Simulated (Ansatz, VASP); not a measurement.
One calculation of SrO, two programs

```
Sr O
1.0
    -0.02570    2.55695    2.55695
     2.55695   -0.02570    2.55695
     2.55695    2.55695   -0.02570
Sr O
1 1
Cartesian
  0.0000 0.0000 0.0000
  2.5441 2.5441 2.5441
```

Change from the starting cell: equal xy, yz and zx shear strains of -1 %, crystal datasets.

Alike in both runs: task electric field gradients; functional LDA; k mesh 8 × 8 × 8; occupations fermi-dirac, width 0.02 eV; no spin polarisation.

|  | VASP | Ansatz |
| --- | --- | --- |
| version | VASP 6.6.1 | Ansatz 0.2.0 |
| potentials or method | VASP PAW LDA potentials, release 64 (Sr_sv, O), cutoff 520 eV | all-electron PAW with datasets made for the crystal, scalar-relativistic |

|  | VASP | Ansatz | Ansatz less VASP |
| --- | --- | --- | --- |
| gap on the k mesh at the Fermi level (eV) | 3.08 | 3.13 | +0.057 |
| pressure (GPa) | -3.5 | -4.2 | -0.69 |
| traceless stress, the component that is largest in VASP (GPa) | 0.55 | 0.55 | +0.002 |
| size of Vzz on the site where it differs most (V/Å²) | 7.5 | 7.4 | -0.02 |

LDA's correlation is that of Perdew and Zunger in VASP and of Perdew and Wang (1992) in Ansatz. Ansatz ran all-electron here, and VASP with PAW potentials.
